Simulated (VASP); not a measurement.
A run of VASP 6.6.1 is set up as follows.

Contents of INCAR:

```
ALGO     = Normal         # electronic algorithm
DIPOL    = 0.5 0.5 0.286
EDIFF    = 1E-6           # SCF threshold, eV
ENCUT    = 520            # plane-wave cutoff, eV
GGA      = PE             # functional
IDIPOL   = 3            
ISIF     = 2              # what is computed and relaxed
ISMEAR   = 0              # smearing method
LASPH    = True           # aspherical terms in the spheres
LCHARG   = False          # write CHGCAR
LDIPOL   = True         
LREAL    = False          # projectors in reciprocal space
LWAVE    = False          # write WAVECAR
NBANDS   = 26             # bands
NELM     = 80             # most SCF steps
PREC     = Accurate       # precision mode
SIGMA    = 0.02           # smearing width, eV
```

The input KPOINTS:

```
k-points
0
Gamma
  12 12 1
```

POSCAR

```
GaP
1.0
    3.8962857202      0.0000003141      0.0000000000
   -1.9481431321      3.3742822570      0.0000000000
    0.0000000000      0.0000000000     33.1819385600
Ga P
2 2
Direct
    0.3333333333      0.6666666667      0.2094488793
    0.3333333333      0.6666666667      0.3631517831
    0.0000000000      0.0000000000      0.1977772883
    0.0000000000      0.0000000000      0.3748233741
```

Potentials or basis: VASP PAW PBE potentials, release 64 (Ga_d, P).

The run is started by

```bash
$ cat potpaw_PBE.64/Ga_d/POTCAR potpaw_PBE.64/P/POTCAR > POTCAR
$ mpirun -np 1 vasp_std > vasp.out
```

Q: Predict the largest force.

A: 0.004 eV/Å.

Q: Estimate the band gap on the k mesh.

A: 1.59 eV (least direct gap 1.93 eV).

Forces in eV/Å, atoms in the order of the input:
```
Ga   0.000  0.000  0.003
Ga   0.000  0.000 -0.003
P    0.000  0.000 -0.004
P    0.000  0.000  0.004
```
